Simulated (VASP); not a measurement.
# FeOs2 in VASP: single point with PBE

Aim: the single point of FeOs2 with PBE.

Program: VASP 6.6.1. These are calculated values, not measurements. Logs are shortened: lines on timing, memory, paths and dates and some standing lists are left out, and cuts for length are marked.

### 1 The cell of the first run

The cell holds a disordered packing, 12 atoms: a = 5.523 Å, b = 6.756 Å, c = 5.119 Å, α = 71.76°, β = 73.06°, γ = 86.45°.

### 2 Single point, PBE

INCAR

```
PREC = Accurate
ENCUT = 520
EDIFF = 1E-7
ISMEAR = -1
SIGMA = 0.1
LREAL = F
LASPH = T
NELM = 60
ALGO = Normal
ISIF = 2
LWAVE = F
LCHARG = F
GGA = PE
NBANDS = 60
```

KPOINTS

```
Automatic mesh
0
Gamma
  4 3 4
  0.5 0 0
```

POSCAR

```
FeOs2
1.0
    5.4939570000      0.1365010000      0.5506400000
    0.1101380000      6.5960090000      1.4596040000
    0.9861300000      0.5188440000      4.9960140000
Os Fe
8 4
Direct
    0.0864280000      0.9739550000      0.3572240000
    0.3618020000      0.9797170000      0.7732260000
    0.6364660000      0.5913610000      0.0328980000
    0.3335680000      0.2849530000      0.3366420000
    0.6486350000      0.0042020000      0.2825160000
    0.1724470000      0.6236950000      0.0752990000
    0.3361160000      0.6521050000      0.4739240000
    0.9567710000      0.3118110000      0.0633600000
    0.4099550000      0.3251280000      0.8130390000
    0.8260880000      0.6585680000      0.4823720000
    0.9109960000      0.9016540000      0.8752130000
    0.8868380000      0.2631560000      0.6369040000
```

Potentials or basis: VASP PAW PBE potentials, release 64 (Os, Fe).

Command:

```bash
$ cat potpaw_PBE.64/Os/POTCAR potpaw_PBE.64/Fe/POTCAR > POTCAR
$ mpirun -np 1 vasp_std > vasp.out
```

OUTCAR:

```text
PREC = Accurate
   ENCUT = 520
   EDIFF = 1E-7
   ISMEAR = -1
   LREAL = F
   LASPH = T
   NELM = 60
   ISIF = 2
   GGA = PE

 ion  position               nearest neighbor table
   1  0.086  0.974  0.357-  11 2.44  10 2.45   8 2.50   7 2.51   4 2.53   5 2.54  12 2.77   2 2.92
                             2 2.97   5 3.03  11 3.08   6 3.08   9 3.17
   2  0.362  0.980  0.773-   9 2.44  11 2.45   5 2.51   6 2.51   4 2.56   1 2.92   1 2.97   3 3.07
                             7 3.09  11 3.21
   3  0.636  0.591  0.033-  11 2.44   8 2.51   6 2.51   7 2.52   4 2.53  10 2.60   9 2.90  10 2.95
                             6 3.06   2 3.07
   4  0.334  0.285  0.337-  12 2.48   9 2.52   5 2.52   6 2.52   3 2.53   1 2.53   2 2.56   9 2.69
                             7 2.78   8 2.80   8 3.31
   5  0.649  0.004  0.283-  11 2.44  10 2.50   2 2.51   8 2.52   4 2.52   1 2.54   7 2.77   1 3.03
                            12 3.14   9 3.23
   6  0.172  0.624  0.075-  11 2.45  10 2.45   8 2.51   3 2.51   2 2.51   4 2.52   7 2.52   9 2.82
                             7 2.89   3 3.06   1 3.08  12 3.18
   7  0.336  0.652  0.474-   9 2.44   1 2.51   3 2.52   6 2.52  10 2.72   5 2.77   4 2.78  10 2.80
                             6 2.89   2 3.09   8 3.37
   8  0.957  0.312  0.063-  12 2.45   9 2.45   1 2.50   3 2.51   6 2.51   5 2.52  12 2.76   4 2.80
                            11 3.25   4 3.31   7 3.37
   9  0.410  0.325  0.813-   7 2.44   2 2.44   8 2.45   4 2.52  12 2.58   4 2.69   6 2.82   3 2.90
                            10 3.03   1 3.17   5 3.23
  10  0.826  0.659  0.482-   6 2.45   1 2.45   5 2.50  12 2.57   3 2.60   7 2.72   7 2.80  11 2.94
                             3 2.95   9 3.03  11 3.11
  11  0.911  0.902  0.875-  12 2.38   5 2.44   1 2.44   3 2.44   2 2.45   6 2.45  10 2.94   1 3.08
                            10 3.11   2 3.21   8 3.25
  12  0.887  0.263  0.637-  11 2.38   8 2.45   4 2.48  10 2.57   9 2.58   8 2.76   1 2.77   5 3.14
                             6 3.18

  LATTYP: Found a triclinic cell.
 ALAT       =     5.5231694208
 B/A-ratio  =     2.2063927632
 C/A-ratio  =     0.9267812939
 COS(alpha) =     0.0176417730
 COS(beta)  =     0.2914414234
 COS(gamma) =     0.8183469017

  Lattice vectors:

 A1 = (   5.4939570000,   0.1365010000,   0.5506400000)
 A2 = (  10.1119220000,   6.3501670000,  -2.4351300000)
 A3 = (   0.9861300000,   0.5188440000,   4.9960140000)

Analysis of symmetry for initial positions (statically):
=====================================================================
 Subroutine PRICEL returns:
 Original cell was already a primitive cell.

 Routine SETGRP: Setting up the symmetry group for a
 triclinic supercell.

 Subroutine GETGRP returns: Found  1 space group operations
 (whereof  1 operations were pure point group operations)
 out of a pool of  2 trial point group operations.

The static configuration has the point symmetry C_1 .

Analysis of symmetry for dynamics (positions and initial velocities):
=====================================================================
 Subroutine PRICEL returns:
 Original cell was already a primitive cell.

 Routine SETGRP: Setting up the symmetry group for a
 triclinic supercell.

 Subroutine GETGRP returns: Found  1 space group operations
 (whereof  1 operations were pure point group operations)
 out of a pool of  2 trial point group operations.

The dynamic configuration has the point symmetry C_1 .

 Subroutine INISYM returns: Found  1 space group operations
 (whereof  1 operations are pure point group operations),
 and found     1 'primitive' translations

----------------------------------------------------------------------------------------

                                     Primitive cell

  volume of cell :     173.4571

  direct lattice vectors                    reciprocal lattice vectors
     5.493957000  0.136501000  0.550640000     0.185616222  0.005125812 -0.037169876
     0.110138000  6.596009000  1.459604000    -0.002284511  0.155109752 -0.015657470
     0.986130000  0.518844000  4.996014000    -0.019790424 -0.045880834  0.208830665

  length of vectors
     5.523169421  6.756471634  5.118770102     0.189370683  0.155914754  0.214725309

[... 32 lines left out ...]

Automatic generation of k-mesh.
 Grid dimensions read from file:
 generate k-points for:    4    3    4

 Generating k-lattice:

  Cartesian coordinates                     Fractional coordinates (reciprocal lattice)
     0.046404056  0.001281453 -0.009292469     0.250000000  0.000000000  0.000000000
    -0.000761504  0.051703251 -0.005219157     0.000000000  0.333333333  0.000000000
    -0.004947606 -0.011470209  0.052207666    -0.000000000 -0.000000000  0.250000000

  Length of vectors
     0.047342671  0.051971585  0.053681327

  Shift w.r.t. Gamma in fractional coordinates (k-lattice)
     0.500000000  0.000000000  0.000000000

 Subroutine IBZKPT returns following result:
 ===========================================

 Found     24 irreducible k-points:

 Following reciprocal coordinates:
            Coordinates               Weight
  0.125000  0.000000  0.000000      2.000000
  0.375000  0.000000  0.000000      2.000000
  0.125000  0.333333  0.000000      2.000000
  0.375000  0.333333  0.000000      2.000000
 -0.375000  0.333333  0.000000      2.000000
 -0.125000  0.333333  0.000000      2.000000
[... 16 lines left out ...]
 -0.375000  0.333333  0.500000      2.000000
 -0.125000  0.333333  0.500000      2.000000
   k-points           NKPTS =     24   k-points in BZ     NKDIM =     24   number of bands    NBANDS=     60
   number of dos      NEDOS =    301   number of ions     NIONS =     12
   total plane-waves  NPLWV =  84000
   dimension x,y,z NGX =    42 NGY =   50 NGZ =   40
   dimension x,y,z NGXF=    84 NGYF=  100 NGZF=   80
   ions per type =               8   4
   NGX,Y,Z   is equivalent  to a cutoff of  12.64, 12.30, 12.99 a.u.
   NGXF,Y,Z  is equivalent  to a cutoff of  25.28, 24.61, 25.98 a.u.
 SYSTEM =  unknown system
   PREC   = accura    normal or accurate (medium, high low for compatibility)
   ISTART =      0    job   : 0-new  1-cont  2-samecut
   ICHARG =      2    charge: 1-file 2-atom 10-const
   ISPIN  =      1    spin polarized calculation?
   LNONCOLLINEAR =      F non collinear calculations
   LSORBIT =      F    spin-orbit coupling
   LASPH  =      T    aspherical Exc in radial PAW
   ENCUT  =  520.0 eV  38.22 Ry    6.18 a.u.  10.27 12.56  9.52*2*pi/ulx,y,z
   NELM   =     60;   NELMIN=  2; NELMDL= -5     # of ELM steps
   EDIFF  = 0.1E-06   stopping-criterion for ELM
   LREAL  =      F    real-space projection
   EDIFFG = 0.1E-05   stopping-criterion for IOM
   NSW    =      0    number of steps for IOM
   IBRION =     -1    ionic relax: 0-MD 1-quasi-New 2-CG
   NFREE  =      0    steps in history (QN), initial steepest desc. (CG)
   ISIF   =      2    stress and relaxation
   ISYM   =      2    0-nonsym 1-usesym 2-fastsym
   POTIM  = 0.5000    time-step for ionic-motion
   TEBEG  =    0.0;   TEEND  =   0.0 temperature during run
   PSTRESS=    0.0 pullay stress
   NELECT =      96.0000    total number of electrons
   NUPDOWN=      -1.0000    fix difference up-down
   EMIN   =  10.00;   EMAX   =-10.00  energy-range for DOS
   EFERMI =   0.00;   METHOD = LEGACY
   ISMEAR =    -1;   SIGMA  =   0.10  broadening in eV -4-tet -1-fermi 0-gaus
   EFERMI_NEDOS =   21; number of points for ismear=-14 and -15
   IALGO  =     38    algorithm
   IMIX   =      4    mixing-type and parameters
     AMIX     =   0.40;   BMIX     =  1.00
     AMIX_MAG =   1.60;   BMIX_MAG =  1.00
  volume/ion in A,a.u.               =      14.45        97.55
  Fermi-wavevector in a.u.,A,eV,Ry     =   1.344109  2.539998 24.580689  1.806630
  Thomas-Fermi vector in A             =   2.472129
   LORBIT       =      0    0 simple, 1 ext, 2 COOP (PROOUT), +10 PAW based schemes
   GGA     = PE    functional components
   LHFCALC =     F    Hartree Fock is set to
   AEXX    =    0.0000 exact exchange contribution
   IVDW    =     0    specifies the selected vdW correction
   LEPSILON=     F    determine dielectric tensor
   LRPA    =     F    only Hartree local field effects (RPA)
 non-spin polarized calculation
  energy-cutoff  :      520.00
  volume of cell :      173.46
 maximum number of plane-waves:      4692
 NGX is ok and might be reduce to    42
   NGX = 21   NGY = 25   NGZ = 19

 number of electron      96.0000003 magnetization

 Free energy of the ion-electron system (eV)
  ---------------------------------------------------
  ext. energy  EPLUGINS =         0.00000000
  ---------------------------------------------------
  free energy    TOTEN  =      -112.66172191 eV

  energy without entropy =     -112.00996738  energy(sigma->0) =     -112.33584465

 E-fermi :   7.2448     XC(G=0): -13.1225

 val. band max:        7.2404784887   @ k =   0.1250   0.3333   0.2500
 cond. band min:       7.2480610501   @ k =   0.3750   0.3333   0.5000
 fundamental gap:      0.0075825614
 Fermi energy:         7.2447579900

 k-point     1 :       0.1250    0.0000    0.0000
  band No.  band energies     occupation
      1      -2.3340      2.00000
      2       0.4292      2.00000
      3       0.5547      2.00000
      4       0.8226      2.00000
      5       1.1440      2.00000
      6       1.4037      2.00000
[... 1501 lines left out ...]
     59       8.6072      0.00000
     60       8.8238      0.00000

------------------------ aborting loop because EDIFF is reached ----------------------------------------

  FORCE on cell =-STRESS in cart. coord.  units (eV):
  Direction    XX          YY          ZZ          XY          YZ          ZX
  --------------------------------------------------------------------------------------
  -------------------------------------------------------------------------------------
  Total        1.4974292     13.0698691     -4.0540709     -2.0286287     -7.9018089     -5.9075332
  in kB       13.8313591    120.7229411    -37.4463861    -18.7379097    -72.9869288    -54.5663294
  external PRESSURE =      32.3693047 kB  Pullay stress =       0.0000000 kB

 VOLUME and BASIS-vectors are now :
 -----------------------------------------------------------------------------
  energy-cutoff  :      520.00
  volume of cell :      173.46
      direct lattice vectors                 reciprocal lattice vectors
     5.493957000  0.136501000  0.550640000     0.185616222  0.005125812 -0.037169876
     0.110138000  6.596009000  1.459604000    -0.002284511  0.155109752 -0.015657470
     0.986130000  0.518844000  4.996014000    -0.019790424 -0.045880834  0.208830665

 POSITION                                       TOTAL-FORCE (eV/Angst)
 -----------------------------------------------------------------------------------
      0.93437      6.62136      3.25388        -0.513276     -0.908483      0.813654
      2.85813      6.91279      5.49227         1.201680      0.174319      0.138043
      3.59429      4.00457      1.37798         2.252095      1.265444     -1.026808
      2.19597      2.09975      2.28146        -0.301531      0.599256      1.900930
      3.84263      0.26284      1.77475        -0.563153     -1.127102     -1.457500
      1.09036      4.17651      1.38150        -1.604767      1.001073     -0.132013
      2.38578      4.59306      3.50462         0.750905     -0.701320      1.131504
      5.35328      2.22018      1.29850        -0.233080      0.544821     -2.310264
      3.08985      2.62235      4.76225         1.205416      0.580101     -0.098496
      5.08671      4.70696      3.82606        -1.070646     -0.551119      0.352103
      5.96735      6.52577      6.19027        -0.778226     -0.426260      0.334036
      5.52930      2.18729      4.05441        -0.345417     -0.450731      0.354811
 -----------------------------------------------------------------------------------
    total drift:                               -0.000284      0.000587      0.000033

  FREE ENERGIE OF THE ION-ELECTRON SYSTEM (eV)
  ---------------------------------------------------
  free  energy   TOTEN  =      -112.6617219121 eV

  energy  without entropy=     -112.0099673812  energy(sigma->0) =     -112.33584465
```

Run time: 13 min. Hardware: 1 thread of Intel Xeon 6975P-C (Granite Rapids), shared host; peak memory 0.36 GiB.

Results:

```
Free energy            : -112.6617 eV
Pressure               : 3.2 GPa
Largest force          : 2.780 eV/Å
Band gap on the k mesh : zero (bands 48 and 49 overlap by 0.11 eV)
```

Forces in eV/Å, atoms in the order of the input:
```
Os  -0.513 -0.908  0.814
Os   1.202  0.174  0.138
Os   2.252  1.265 -1.027
Os  -0.302  0.599  1.901
Os  -0.563 -1.127 -1.458
Os  -1.605  1.001 -0.132
Os   0.751 -0.701  1.132
Os  -0.233  0.545 -2.310
Fe   1.205  0.580 -0.098
Fe  -1.071 -0.551  0.352
Fe  -0.778 -0.426  0.334
Fe  -0.345 -0.451  0.355
```

Caveat: spin-orbit coupling is left out, which moves the levels of the heavy elements; the run has no spin polarisation, though such a crystal can be magnetic. Spin polarisation is off, so any magnetic state and its effect on volume and gap are missing.
